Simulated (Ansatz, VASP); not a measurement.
**Two plane-wave programs on In4Ru**

```
In Ru
1.0
     0.00000    4.03143    4.03143
     4.03143    0.00000    4.03143
     4.03143    4.03143    0.00000
In Ru
4 1
Direct
  0.87514 0.37457 0.87514
  0.87514 0.87514 0.87514
  0.37457 0.87514 0.87514
  0.87514 0.87514 0.37457
  0.25000 0.25000 0.25000
```

Alike in both runs: functional PBE; k mesh 8 × 8 × 8; occupations gaussian, width 0.02 eV; no spin polarisation.

Ansatz relaxed the structure, and its values are those at the end. VASP's run is a single point on that final structure, the one shown.

|  | VASP | Ansatz |
| --- | --- | --- |
| version | VASP 6.6.1 | Ansatz 0.2.0 |
| potentials or method | VASP PAW PBE potentials, release 64 (In_d, Ru_pv), cutoff 520 eV | scalar-relativistic, plane waves, PAW |
| valence electrons in the cell | 66 | 68 |

```csv
,VASP,Ansatz,Ansatz less VASP
gap on the k mesh at the Fermi level (eV),0.25,0.25,0.000
least direct gap on the mesh (eV),0.31,0.31,+0.001
pressure (GPa),0.0,0.0,+0.03
```

VASP's potentials hold 66 valence electrons a cell and Ansatz's 68, so a difference there can come from the potentials and not from the codes.
